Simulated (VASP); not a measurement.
# Pb (P6/mmm) in VASP: further runs

Runs on Pb. Level: BLYP. Tasks: single point.

All numbers are computed with VASP 6.6.1; they aren't measurements. Logs are shortened: lines on timing, memory, paths and dates and some standing lists are left out, and cuts for length are marked.

**1. The cell of the first run**

The structure is hexagonal, space group P6/mmm (No. 191). Conventional cell: a = 5.893 Å, b = 5.893 Å, c = 3.505 Å, α = 90.00°, β = 90.00°, γ = 120.00°. Within 4.6 Å of Pb (site symmetry 6/mmm) lie 14 Pb at 3.51 to 3.83 Å. Within 4.5 Å of Pb (site symmetry -6m2) lie 11 Pb at 3.40 to 3.83 Å.

This isn't the form of Pb at room conditions, which is fcc.

**2. Single point, BLYP**

Input file INCAR:

```
  PREC = Accurate
  ENCUT = 520
  EDIFF = 1E-6
  ISMEAR = -1
  SIGMA = 0.1
  LREAL = False
  LASPH = True
  NELM = 80
  ALGO = Normal
  ISIF = 2
  LWAVE = False
  LCHARG = False
  GGA = B5
  ALDAX = 1.0
  AGGAX = 1.0
  AGGAC = 1.0
  ALDAC = 0.0
  NBANDS = 28
```

Input file KPOINTS:

```
Automatic mesh
0
Gamma
  7 7 9
```

Input file POSCAR:

```
Pb
1.0
    5.8925520172      0.0000000000      0.0000000000
   -2.9462760086      5.1030997400      0.0000000000
    0.0000000000      0.0000000000      3.5054696199
Pb
3
Direct
    0.0000000000      1.0000000000      0.0000000000
    0.3333333333      0.6666666667      0.5000000000
    0.6666666667      0.3333333333      0.5000000000
```

Potentials or basis: VASP PAW PBE potentials, release 64 (Pb_d).

Command:

```console
$ cat potpaw_PBE.64/Pb_d/POTCAR > POTCAR
$ mpirun -np 1 vasp_std > vasp.out
```

OUTCAR:

```text
PREC = Accurate
   ENCUT = 520
   EDIFF = 1E-6
   ISMEAR = -1
   LREAL = False
   LASPH = True
   NELM = 80
   ISIF = 2
   GGA = B5

 ion  position               nearest neighbor table
   1  0.000  0.000  0.000-   2 3.83   3 3.83   2 3.83   3 3.83   2 3.83   2 3.83   3 3.83   3 3.83
                             3 3.83   3 3.83   2 3.83   2 3.83
   2  0.333  0.667  0.500-   3 3.40   3 3.40   3 3.40   1 3.83   1 3.83   1 3.83   1 3.83   1 3.83
                             1 3.83
   3  0.667  0.333  0.500-   2 3.40   2 3.40   2 3.40   1 3.83   1 3.83   1 3.83   1 3.83   1 3.83
                             1 3.83

  LATTYP: Found a hexagonal cell.
 ALAT       =     5.8925520172
 C/A-ratio  =     0.5948983750

  Lattice vectors:

 A1 = (   5.8925520172,   0.0000000000,   0.0000000000)
 A2 = (  -2.9462760086,   5.1030997400,   0.0000000000)
 A3 = (   0.0000000000,   0.0000000000,   3.5054696199)

Analysis of symmetry for initial positions (statically):
=====================================================================
 Subroutine PRICEL returns:
 Original cell was already a primitive cell.

 Routine SETGRP: Setting up the symmetry group for a
 hexagonal supercell.

 Subroutine GETGRP returns: Found 24 space group operations
 (whereof 24 operations were pure point group operations)
 out of a pool of 24 trial point group operations.

The static configuration has the point symmetry D_6h.

Analysis of symmetry for dynamics (positions and initial velocities):
=====================================================================
 Subroutine PRICEL returns:
 Original cell was already a primitive cell.

 Routine SETGRP: Setting up the symmetry group for a
 hexagonal supercell.

 Subroutine GETGRP returns: Found 24 space group operations
 (whereof 24 operations were pure point group operations)
 out of a pool of 24 trial point group operations.

The dynamic configuration has the point symmetry D_6h.

 Subroutine INISYM returns: Found 24 space group operations
 (whereof 24 operations are pure point group operations),
 and found     1 'primitive' translations

----------------------------------------------------------------------------------------

                                     Primitive cell

  volume of cell :     105.4105

  direct lattice vectors                    reciprocal lattice vectors
     5.892552017  0.000000000  0.000000000     0.169705757  0.097979664  0.000000000
[... 86 lines left out ...]
   ENCUT  =  520.0 eV  38.22 Ry    6.18 a.u.  10.96 10.96  6.52*2*pi/ulx,y,z
   NELM   =     80;   NELMIN=  2; NELMDL= -5     # of ELM steps
   EDIFF  = 0.1E-05   stopping-criterion for ELM
   LREAL  =      F    real-space projection
   EDIFFG = 0.1E-04   stopping-criterion for IOM
   NSW    =      0    number of steps for IOM
   IBRION =     -1    ionic relax: 0-MD 1-quasi-New 2-CG
   NFREE  =      0    steps in history (QN), initial steepest desc. (CG)
   ISIF   =      2    stress and relaxation
   ISYM   =      2    0-nonsym 1-usesym 2-fastsym
   POTIM  = 0.5000    time-step for ionic-motion
   TEBEG  =    0.0;   TEEND  =   0.0 temperature during run
   PSTRESS=    0.0 pullay stress
   NELECT =      42.0000    total number of electrons
   NUPDOWN=      -1.0000    fix difference up-down
   EMIN   =  10.00;   EMAX   =-10.00  energy-range for DOS
   EFERMI =   0.00;   METHOD = LEGACY
   ISMEAR =    -1;   SIGMA  =   0.10  broadening in eV -4-tet -1-fermi 0-gaus
   EFERMI_NEDOS =   21; number of points for ismear=-14 and -15
   IALGO  =     38    algorithm
   IMIX   =      4    mixing-type and parameters
     AMIX     =   0.40;   BMIX     =  1.00
     AMIX_MAG =   1.60;   BMIX_MAG =  1.00
  volume/ion in A,a.u.               =      35.14       237.11
  Fermi-wavevector in a.u.,A,eV,Ry     =   1.204657  2.276471 19.744750  1.451198
  Thomas-Fermi vector in A             =   2.340376
   LORBIT       =      0    0 simple, 1 ext, 2 COOP (PROOUT), +10 PAW based schemes
   GGA     = B5    functional components
   LHFCALC =     F    Hartree Fock is set to
   AEXX    =    0.0000 exact exchange contribution
   IVDW    =     0    specifies the selected vdW correction
   LEPSILON=     F    determine dielectric tensor
   LRPA    =     F    only Hartree local field effects (RPA)
 non-spin polarized calculation
  energy-cutoff  :      520.00
  volume of cell :      105.41
 maximum number of plane-waves:      2855
 NGX is ok and might be reduce to    48
   NGX = 21   NGY = 21   NGZ = 13

 number of electron      41.9999995 magnetization

 Free energy of the ion-electron system (eV)
  ---------------------------------------------------
  ext. energy  EPLUGINS =         0.00000000
  ---------------------------------------------------
  free energy    TOTEN  =        -8.49936171 eV

  energy without entropy =       -8.42607393  energy(sigma->0) =       -8.46271782

 E-fermi :   6.1265     XC(G=0):  -8.9157

 val. band max:        6.0881713674   @ k =   0.2857   0.2857   0.1111
 cond. band min:       6.1333836728   @ k =   0.4286   0.1429   0.1111
 fundamental gap:      0.0452123053
 Fermi energy:         6.1265107531

 k-point     1 :       0.0000    0.0000    0.0000
  band No.  band energies     occupation
      1     -10.9959      2.00000
      2     -10.8677      2.00000
      3     -10.8677      2.00000
      4     -10.8425      2.00000
      5     -10.8170      2.00000
      6     -10.8170      2.00000
[... 733 lines left out ...]
     27      10.8658      0.00000
     28      14.1103      0.00000

 [... further k-points ...]

------------------------ aborting loop because EDIFF is reached ----------------------------------------

  FORCE on cell =-STRESS in cart. coord.  units (eV):
  Direction    XX          YY          ZZ          XY          YZ          ZX
  --------------------------------------------------------------------------------------
  -------------------------------------------------------------------------------------
  Total        0.0301529      0.0301529      0.0209076      0.0000000      0.0000000      0.0000000
  in kB        0.4583062      0.4583062      0.3177826      0.0000000      0.0000000      0.0000000
  external PRESSURE =       0.4114650 kB  Pullay stress =       0.0000000 kB

 VOLUME and BASIS-vectors are now :
 -----------------------------------------------------------------------------
  energy-cutoff  :      520.00
  volume of cell :      105.41
      direct lattice vectors                 reciprocal lattice vectors
     5.892552017  0.000000000  0.000000000     0.169705757  0.097979664  0.000000000
    -2.946276009  5.103099740  0.000000000     0.000000000  0.195959329  0.000000000
     0.000000000  0.000000000  3.505469620     0.000000000  0.000000000  0.285268483

 POSITION                                       TOTAL-FORCE (eV/Angst)
 -----------------------------------------------------------------------------------
      0.00000      0.00000      0.00000        -0.000000      0.000000     -0.000000
     -0.00000      3.40207      1.75273         0.000000      0.000000      0.000000
      2.94628      1.70103      1.75273        -0.000000     -0.000000     -0.000000
 -----------------------------------------------------------------------------------
    total drift:                               -0.000000      0.000000     -0.000000

  FREE ENERGIE OF THE ION-ELECTRON SYSTEM (eV)
  ---------------------------------------------------
  free  energy   TOTEN  =        -8.4993617069 eV

  energy  without entropy=       -8.4260739315  energy(sigma->0) =       -8.46271782
```

OSZICAR:

```text
N       E                     dE             d eps       ncg     rms          rms(c)
DAV:   1     0.484742050155E+03    0.48474E+03   -0.20468E+04  2240   0.173E+03
DAV:   2     0.321534404675E+02   -0.45259E+03   -0.44541E+03  2252   0.456E+02
DAV:   3    -0.696427101041E+01   -0.39118E+02   -0.38609E+02  2784   0.172E+02
DAV:   4    -0.851298178289E+01   -0.15487E+01   -0.15452E+01  2588   0.402E+01
DAV:   5    -0.858500032955E+01   -0.72019E-01   -0.72015E-01  2892   0.738E+00    0.136E+00
DAV:   6    -0.850737123531E+01    0.77629E-01   -0.15947E-01  2944   0.703E+00    0.574E-01
DAV:   7    -0.849967522383E+01    0.76960E-02   -0.12541E-01  2780   0.404E+00    0.171E-01
DAV:   8    -0.849937168438E+01    0.30354E-03   -0.42725E-03  2772   0.809E-01    0.967E-02
DAV:   9    -0.849936237818E+01    0.93062E-05   -0.71008E-04  2528   0.238E-01    0.124E-02
DAV:  10    -0.849935798933E+01    0.43889E-05   -0.58289E-05  3400   0.765E-02    0.687E-03
DAV:  11    -0.849936235634E+01   -0.43670E-05   -0.11727E-05  2400   0.375E-02    0.313E-03
DAV:  12    -0.849936170690E+01    0.64944E-06   -0.10875E-06  1448   0.147E-02
   1 F= -.84993617E+01 E0= -.84627178E+01  d E =-.732878E-01
```

stdout:

```text
POSCAR found type information on POSCAR Pb
 POSCAR found :  1 types and       3 ions
 scaLAPACK will be used
 -----------------------------------------------------------------------------
|                                                                             |
|                                                                             |
|     You enforced a specific xc type in the INCAR file but a different       |
|     I HOPE YOU KNOW WHAT YOU ARE DOING!                                     |
|                                                                             |
 -----------------------------------------------------------------------------

 LDA part: xc-table for (Slater(with rela. corr.)+VWN5), standard interpolation
 POSCAR, INCAR and KPOINTS ok, starting setup
 FFT: planning ... GRIDC
 FFT: planning ... GRID_SOFT
 FFT: planning ... GRID
 WAVECAR not read
 entering main loop
```

Run time: 54 s. Hardware: 1 thread of Intel Xeon 6975P-C (Granite Rapids), shared host; peak memory 0.27 GiB.

What came out:

| Item | Value |
| --- | --- |
| Free energy | -8.4994 eV |
| Pressure | 0.0 GPa |
| Band gap on the k mesh | zero (bands 21 and 22 overlap by 3.14 eV) |

Levels at points of the mesh, in eV from the Fermi level:
| k point | band 19 | band 20 | band 21 | band 22 | band 23 | band 24 |
| --- | --- | --- | --- | --- | --- | --- |
| (0.00, 0.00, 0.00) | -1.66 | -1.66 | -1.57 | -1.57 | 2.96 | 6.20 |

Caveat: the PAW data sets were made with another functional, which shifts forces and pressure a little; spin-orbit coupling is left out, which moves the levels of the heavy elements.

**3. Single point, BLYP (30.92 Å³/atom)**

This run uses another cell than the first one, of 30.92 Å³/atom.

Input file INCAR:

```
SYSTEM = Pb
PREC = Accurate
ENCUT = 520
EDIFF = 1E-7
ISMEAR = -1
SIGMA = 0.1
LREAL = .FALSE.
LASPH = .TRUE.
NELM = 60
ALGO = Normal
ISIF = 2
LWAVE = .FALSE.
LCHARG = .FALSE.
GGA = B5
ALDAX = 1.0
AGGAX = 1.0
AGGAC = 1.0
ALDAC = 0.0
NBANDS = 28
```

Input file KPOINTS:

```
Automatic mesh
0
G
  7 7 10
  0 0 0
```

Input file POSCAR:

```
Pb
1.0
    5.6467381488      0.0000000000      0.0000000000
   -2.8233690744      4.8902186854      0.0000000000
    0.0000000000      0.0000000000      3.3592353490
Pb
3
Direct
    0.0000000000      1.0000000000      0.0000000000
    0.3333333333      0.6666666667      0.5000000000
    0.6666666667      0.3333333333      0.5000000000
```

Potentials or basis: VASP PAW PBE potentials, release 64 (Pb_d).

Command:

```console
$ cat potpaw_PBE.64/Pb_d/POTCAR > POTCAR
$ mpirun -np 1 vasp_std > vasp.out
```

Run time: 69 s. Hardware: 1 thread of Intel Xeon 6975P-C (Granite Rapids), shared host; peak memory 0.25 GiB.

The run converged. Its results:

| Quantity | Value |
| --- | --- |
| Free energy | -8.3210 eV |
| Pressure | 5.4 GPa |
| Band gap on the k mesh | zero (bands 21 and 22 overlap by 3.82 eV) |

Stress tensor (GPa, compression positive):
```
5.62 0.00 0.00
0.00 5.62 0.00
0.00 0.00 5.00
```

Levels at points of the mesh, in eV from the Fermi level:
```tsv
k point	band 18	band 19	band 20	band 21	band 22	band 23	band 24	band 25
(0.00, 0.00, 0.00)	-7.28	-2.03	-2.03	-1.95	-1.95	3.19	7.17	7.17
(0.00, 0.00, 0.50)	-5.35	-2.16	-1.36	-0.38	-0.25	-0.25	0.98	0.98
```

Caveat: the cell stands under pressure; the PAW data sets were made with another functional, which shifts forces and pressure a little; spin-orbit coupling is left out, which moves the levels of the heavy elements.

(Part 1 of 2 ends here.)
